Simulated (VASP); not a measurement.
Wanted: the native input for a VASP 6.6.1 run.

* Task: single point
* Functional: PBE
* Potentials or basis: VASP PAW PBE potentials, release 64 (Sb)
* Cutoff: 520 eV
* k mesh: 9 × 9 × 5
* Occupations: gaussian, width 0.014 eV
* Spin: no spin polarisation
* Dipole correction: no
* Further INCAR settings: ALGO = Normal; EDIFF = 1e-06; NBANDS = 12

The structure of Sb lies in POSCAR:

```
Sb
1.0
    3.3545324186      0.0000000000      0.0000000000
   -1.6772662093      2.9051102923      0.0000000000
    0.0000000000      0.0000000000      5.4701606500
Sb
2
Direct
    0.6666666667      0.3333333333      0.7500000000
    0.3333333333      0.6666666667      0.2500000000
```

One way to write it, as run:

INCAR

```
SYSTEM = Sb
PREC = Accurate
ENCUT = 520
EDIFF = 1E-6
ISMEAR = 0
SIGMA = 0.014
LREAL = .FALSE.
LASPH = .TRUE.
NELM = 80
ALGO = Normal
ISIF = 2
LWAVE = .FALSE.
LCHARG = .FALSE.
GGA = PE
NBANDS = 12
```

KPOINTS

```
regular mesh
0
G
  9 9 5
  0 0 0
```

Potentials or basis: VASP PAW PBE potentials, release 64 (Sb).

Launch:

```console
$ cat potpaw_PBE.64/Sb/POTCAR > POTCAR
$ mpirun -np 1 vasp_std > vasp.out
```

It gave:

The pressure is 1.4 GPa. The band gap on the k mesh is zero (band 5 reaches 12.82 eV, above the bottom of band 6 at 5.89 eV).

Caveat: spin-orbit coupling is left out, which moves the levels of the heavy elements.

Run time: 27 s on 1 thread of Intel Xeon 8259CL (shared host), peak memory 0.18 GiB.
